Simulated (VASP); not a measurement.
# Sc (P6_3/mmc) in VASP: notebook, part 2 of 2

VASP 6.6.1. The steps go on from the part before.

## 3. Single point, PBEsol

This run uses another cell than the first one, of 23.67 Å³/atom.

Input file INCAR:

```
SYSTEM = Sc
PREC = Accurate
ENCUT = 520
EDIFF = 1E-7
ISMEAR = -1
SIGMA = 0.05
LREAL = .False.
LASPH = .True.
NELM = 100
ALGO = Fast
ISIF = 2
LWAVE = .False.
LCHARG = .False.
GGA = PS
NBANDS = 18
```

Input file KPOINTS:

```
regular mesh
0
Gamma
  9 9 5
  0 0 0
```

Input file POSCAR:

```
Sc
1.0
    3.2759274128      0.0000000000      0.0000000000
   -1.6379637064      2.8370363604      0.0000000000
    0.0000000000      0.0000000000      5.0938047383
Sc
2
Direct
    0.6666666667      0.3333333333      0.7500000000
    0.3333333333      0.6666666667      0.2500000000
```

Potentials or basis: VASP PAW PBE potentials, release 64 (Sc_sv).

Command:

```bash
$ cat potpaw_PBE.64/Sc_sv/POTCAR > POTCAR
$ mpirun -np 1 vasp_std > vasp.out
```

OUTCAR:

```text
SYSTEM = Sc
   PREC = Accurate
   ENCUT = 520
   EDIFF = 1E-7
   ISMEAR = -1
   LREAL = .False.
   LASPH = .True.
   NELM = 100
   ISIF = 2
   GGA = PS

 ion  position               nearest neighbor table
   1  0.667  0.333  0.750-   2 3.17   2 3.17   2 3.17   2 3.17   2 3.17   2 3.17
   2  0.333  0.667  0.250-   1 3.17   1 3.17   1 3.17   1 3.17   1 3.17   1 3.17

  LATTYP: Found a hexagonal cell.
 ALAT       =     3.2759274128
 C/A-ratio  =     1.5549199040

  Lattice vectors:

 A1 = (   3.2759274128,   0.0000000000,   0.0000000000)
 A2 = (  -1.6379637064,   2.8370363604,   0.0000000000)
 A3 = (   0.0000000000,   0.0000000000,   5.0938047383)

Analysis of symmetry for initial positions (statically):
=====================================================================
 Subroutine PRICEL returns:
 Original cell was already a primitive cell.

 Routine SETGRP: Setting up the symmetry group for a
 hexagonal supercell.

 Subroutine GETGRP returns: Found 24 space group operations
 (whereof 12 operations were pure point group operations)
 out of a pool of 24 trial point group operations.

The static configuration has the point symmetry D_3d.
 The point group associated with its full space group is D_6h.

Analysis of symmetry for dynamics (positions and initial velocities):
=====================================================================
 Subroutine PRICEL returns:
 Original cell was already a primitive cell.

 Routine SETGRP: Setting up the symmetry group for a
 hexagonal supercell.

 Subroutine GETGRP returns: Found 24 space group operations
 (whereof 12 operations were pure point group operations)
 out of a pool of 24 trial point group operations.

The dynamic configuration has the point symmetry D_3d.
 The point group associated with its full space group is D_6h.

 Subroutine INISYM returns: Found 24 space group operations
 (whereof 12 operations are pure point group operations),
 and found     1 'primitive' translations

[... 110 lines left out ...]
   EFERMI_NEDOS =   21; number of points for ismear=-14 and -15
   IALGO  =     68    algorithm
   IMIX   =      4    mixing-type and parameters
     AMIX     =   0.40;   BMIX     =  1.00
     AMIX_MAG =   1.60;   BMIX_MAG =  1.00
  volume/ion in A,a.u.               =      23.67       159.74
  Fermi-wavevector in a.u.,A,eV,Ry     =   1.268047  2.396261 21.877384  1.607942
  Thomas-Fermi vector in A             =   2.401162
   LORBIT       =      0    0 simple, 1 ext, 2 COOP (PROOUT), +10 PAW based schemes
   GGA     = PS    functional components
   LHFCALC =     F    Hartree Fock is set to
   AEXX    =    0.0000 exact exchange contribution
   IVDW    =     0    specifies the selected vdW correction
   LEPSILON=     F    determine dielectric tensor
   LRPA    =     F    only Hartree local field effects (RPA)
 non-spin polarized calculation
 RMM-DIIS sequential band-by-band and
  energy-cutoff  :      520.00
  volume of cell :       47.34
 maximum number of plane-waves:      1296
   NGX = 13   NGY = 13   NGZ = 19

 number of electron      22.0000007 magnetization

 Free energy of the ion-electron system (eV)
  ---------------------------------------------------
  ext. energy  EPLUGINS =         0.00000000
  ---------------------------------------------------
  free energy    TOTEN  =       -13.22635547 eV

  energy without entropy =      -13.19226547  energy(sigma->0) =      -13.20931047

 E-fermi :   3.8156     XC(G=0): -10.1564

 val. band max:        3.7909319418   @ k =   0.3333   0.1111   0.4000
 cond. band min:       3.8162399961   @ k =   0.4444   0.1111   0.4000
 fundamental gap:      0.0253080543
 Fermi energy:         3.8155792905

 k-point     1 :       0.0000    0.0000    0.0000
  band No.  band energies     occupation
      1     -45.2905      2.00000
      2     -45.2037      2.00000
      3     -24.2515      2.00000
      4     -23.8515      2.00000
      5     -23.8515      2.00000
      6     -23.7740      2.00000
[... 481 lines left out ...]
      5     -24.0844      2.00000
      6     -23.9513      2.00000
[... 10 lines left out ...]
     17       7.6052      0.00000
     18       7.6107      0.00000

 [... further k-points ...]

------------------------ aborting loop because EDIFF is reached ----------------------------------------

  FORCE on cell =-STRESS in cart. coord.  units (eV):
  Direction    XX          YY          ZZ          XY          YZ          ZX
  --------------------------------------------------------------------------------------
  -------------------------------------------------------------------------------------
  Total        0.0010497      0.0010497     -0.0043730      0.0000000     -0.0000000     -0.0000000
  in kB        0.0355251      0.0355251     -0.1479945      0.0000000     -0.0000000     -0.0000000
  external PRESSURE =      -0.0256481 kB  Pullay stress =       0.0000000 kB

 VOLUME and BASIS-vectors are now :
 -----------------------------------------------------------------------------
  energy-cutoff  :      520.00
  volume of cell :       47.34
      direct lattice vectors                 reciprocal lattice vectors
     3.275927413  0.000000000  0.000000000     0.305257069  0.176240251  0.000000000
    -1.637963706  2.837036360  0.000000000     0.000000000  0.352480502  0.000000000
     0.000000000  0.000000000  5.093804738     0.000000000  0.000000000  0.196316909

 POSITION                                       TOTAL-FORCE (eV/Angst)
 -----------------------------------------------------------------------------------
      1.63796      0.94568      3.82035         0.000000     -0.000000      0.000000
     -0.00000      1.89136      1.27345        -0.000000      0.000000      0.000000
 -----------------------------------------------------------------------------------
    total drift:                               -0.000000      0.000000     -0.000000

  FREE ENERGIE OF THE ION-ELECTRON SYSTEM (eV)
  ---------------------------------------------------
  free  energy   TOTEN  =       -13.2263554691 eV

  energy  without entropy=      -13.1922654741  energy(sigma->0) =      -13.20931047
```

stdout:

```text
POSCAR found type information on POSCAR Sc
 POSCAR found :  1 types and       2 ions
 scaLAPACK will be used
 -----------------------------------------------------------------------------
|                                                                             |
|                                                                             |
|     You enforced a specific xc type in the INCAR file but a different       |
|     I HOPE YOU KNOW WHAT YOU ARE DOING!                                     |
|                                                                             |
 -----------------------------------------------------------------------------

 LDA part: xc-table for (Slater+PW92), standard interpolation
 POSCAR, INCAR and KPOINTS ok, starting setup
 FFT: planning ... GRIDC
 FFT: planning ... GRID_SOFT
 FFT: planning ... GRID
 WAVECAR not read
 entering main loop
```

It took 36 s on 1 thread of Intel Xeon 8259CL, shared host; peak memory 0.17 GiB.

Results:

```
Free energy            : -13.2264 eV
Pressure               : 0.0 GPa
Band gap on the k mesh : zero (bands 11 and 12 overlap by 1.34 eV)
```

Caveat: the PAW data sets were made with another functional, which shifts forces and pressure a little.

## 4. Single point, PBE

This run uses another cell than the first one, of 23.83 Å³/atom.

Input file INCAR:

```
SYSTEM = Sc
PREC     = Accurate       ! precision mode
ENCUT    = 520            ! plane-wave cutoff, eV
EDIFF    = 1E-6           ! SCF threshold, eV
ISMEAR   = -1             ! smearing method
SIGMA    = 0.05           ! smearing width, eV
LREAL    = .False.        ! projectors in reciprocal space
LASPH    = .True.         ! aspherical terms in the spheres
NELM     = 100            ! most SCF steps
ALGO     = Fast           ! electronic algorithm
ISIF     = 2              ! what is computed and relaxed
LWAVE    = .False.        ! write WAVECAR
LCHARG   = .False.        ! write CHGCAR
GGA      = PE             ! functional
NBANDS   = 18             ! bands
```

KPOINTS is that of step 3.

Input file POSCAR:

```
Sc
1.0
    3.2810736278      0.0000000000      0.0000000000
   -1.6405368139      2.8414931133      0.0000000000
    0.0000000000      0.0000000000      5.1110585920
Sc
2
Direct
    0.6666666667      0.3333333333      0.7500000000
    0.3333333333      0.6666666667      0.2500000000
```

Command:

```bash
$ cat potpaw_PBE.64/Sc_sv/POTCAR > POTCAR
$ mpirun -np 1 vasp_std > vasp.out
```

Run time: 32 s. Hardware: 1 thread of Intel Xeon 8259CL, shared host; peak memory 0.17 GiB.

Results (log left out):

```
Free energy            : -12.5033 eV
Pressure               : 2.0 GPa
Band gap on the k mesh : zero (bands 11 and 12 overlap by 1.31 eV)
```

Levels at points of the mesh, in eV from the Fermi level:
```
           k point  band 7  band 8  band 9  band 10  band 11  band 12  band 13  band 14  band 15  band 16
(0.00, 0.00, 0.00)  -27.74  -27.71   -5.20    -1.68     0.68     1.63     1.63     1.90     2.10     2.10
```

## 5. Single point, PBE

This run uses another cell than the first one, of 24.68 Å³/atom.

Input file INCAR:

```
PREC = Accurate ; ENCUT = 520
EDIFF = 1E-6 ; ISMEAR = -1
SIGMA = 0.05 ; LREAL = False
LASPH = True ; NELM = 80
ALGO = Normal ; ISIF = 2
LWAVE = False ; LCHARG = False
GGA = PE ; NBANDS = 18
```

Input file KPOINTS:

```
Automatic mesh
0
Gamma
  9 9 5
```

Input file POSCAR:

```
Sc
1.0
    3.3192844724      0.0000000000      0.0000000000
   -1.6596422362      2.8745846755      0.0000000000
    0.0000000000      0.0000000000      5.1725192145
Sc
2
Direct
    0.6666666667      0.3333333333      0.7500000000
    0.3333333333      0.6666666667      0.2500000000
```

Command:

```bash
$ cat potpaw_PBE.64/Sc_sv/POTCAR > POTCAR
$ mpirun -np 1 vasp_std > vasp.out
```

Run time: 35 s. Hardware: 1 thread of Intel Xeon 8259CL, shared host; peak memory 0.19 GiB.

Results (log left out):

| Property | Result |
| --- | --- |
| Free energy | -12.5146 eV |
| Pressure | 0.0 GPa |
| Band gap on the k mesh | zero (bands 11 and 12 overlap by 1.24 eV) |

Levels at points of the mesh, in eV from the Fermi level:
| k point | band 9 | band 10 | band 11 | band 12 | band 13 | band 14 |
| --- | --- | --- | --- | --- | --- | --- |
| (0.00, 0.00, 0.00) | -5.13 | -1.64 | 0.60 | 1.59 | 1.59 | 1.84 |

## 6. The runs side by side

```csv
level,cell,gap on the mesh (eV),pressure (GPa)
PBE,"a = 3.234, b = 3.234, c = 5.025 Å, angles 90.0, 90.0, 120.0°, 2 atoms",none,5.0
PBEsol,"a = 3.276, b = 3.276, c = 5.094 Å, angles 90.0, 90.0, 120.0°, 2 atoms",none,0.0
PBE,"a = 3.281, b = 3.281, c = 5.111 Å, angles 90.0, 90.0, 120.0°, 2 atoms",none,2.0
PBE,"a = 3.319, b = 3.319, c = 5.173 Å, angles 90.0, 90.0, 120.0°, 2 atoms",none,0.0
```

Alike in all rows: task single point; potentials or basis VASP PAW PBE potentials, release 64 (Sc_sv); no spin polarisation; k mesh 9 × 9 × 5; cutoff (eV) 520; smearing fermi-dirac 0.05 eV.

Caveats: the cell stands under pressure (at least some runs); the PAW data sets were made with another functional, which shifts forces and pressure a little (at least some runs).

Absolute energies hang on the potentials; compare differences alone.
